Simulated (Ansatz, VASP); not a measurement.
One calculation of BN, two programs

```
B N
1.0
     2.49562    0.00000    0.00000
    -1.24781    2.16127    0.00000
     0.00000    0.00000    6.63892
B N
2 2
Cartesian
  0.0000 1.4408 1.6597
  1.2478 0.7204 4.9792
  0.0000 1.4408 4.9792
  1.2478 0.7204 1.6597
```

Change from the starting cell: volume scaled by 0.99, crystal datasets.

Alike in both runs: task electric field gradients; functional PBEsol; k mesh 11 × 11 × 4; occupations fermi-dirac, width 0.02 eV; no spin polarisation.

|  | VASP | Ansatz |
| --- | --- | --- |
| version | VASP 6.6.1 | Ansatz 0.2.0 |
| potentials or method | VASP PAW PBE potentials, release 64 (B, N), cutoff 520 eV | all-electron PAW with datasets made for the crystal, scalar-relativistic |

```csv
,VASP,Ansatz,Ansatz less VASP
gap on the k mesh at the Fermi level (eV),4.24,4.25,+0.006
pressure (GPa),3.2,2.9,-0.33
"traceless stress, the component that is largest in VASP (GPa)",-2.45,-1.95,+0.498
size of Vzz on the site where it differs most (V/Å²),34.9,28.8,-6.12
```

VASP's potentials were made for PBE, not for PBEsol. Ansatz ran all-electron here, and VASP with PAW potentials.
